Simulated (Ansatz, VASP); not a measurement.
**One calculation of TaCl2F, two programs**

```
CELL_PARAMETERS angstrom
3.82841 0.00000 0.00000
-1.91420 3.31550 0.00000
0.00000 0.00000 13.61074
ATOMIC_POSITIONS crystal
Ta 0.33333 0.66667 0.35587
Ta 0.66667 0.33333 0.85587
Cl 0.00000 0.00000 0.46776
Cl 0.00000 0.00000 0.96776
Cl 0.00000 0.00000 0.74399
Cl 0.00000 0.00000 0.24399
F 0.33333 0.66667 0.85588
F 0.66667 0.33333 0.35588
```

Alike in both runs: functional PBE; k mesh 3 × 3 × 1; occupations gaussian, width 0.15 eV; no spin polarisation.

Ansatz relaxed the structure, and its values are those at the end. VASP's run is a single point on that final structure, the one shown.

```csv
,VASP,Ansatz
version,VASP 6.6.1,Ansatz 0.2.0
potentials or method,"VASP PAW PBE potentials, release 64 (Ta_pv, Cl, F), cutoff 520 eV","scalar-relativistic, plane waves, PAW"
valence electrons in the cell,64,68
```

VASP gave:

* gap on the k mesh at the Fermi level (eV): none
* pressure (GPa): 0.3
* rms of the force components (eV/Å): 0.010

**Question.** Which values does Ansatz return?

**Answer.** gap on the k mesh at the Fermi level (eV): none; pressure (GPa): 0.2; rms of the force components (eV/Å): 0.008.

A gap of «none» marks a metal or a gap that the smearing closes. VASP's potentials hold 64 valence electrons a cell and Ansatz's 68, so a difference there can come from the potentials and not from the codes.

The k mesh is coarse, so the values compare programs but aren't converged. Spin-orbit coupling is off throughout.
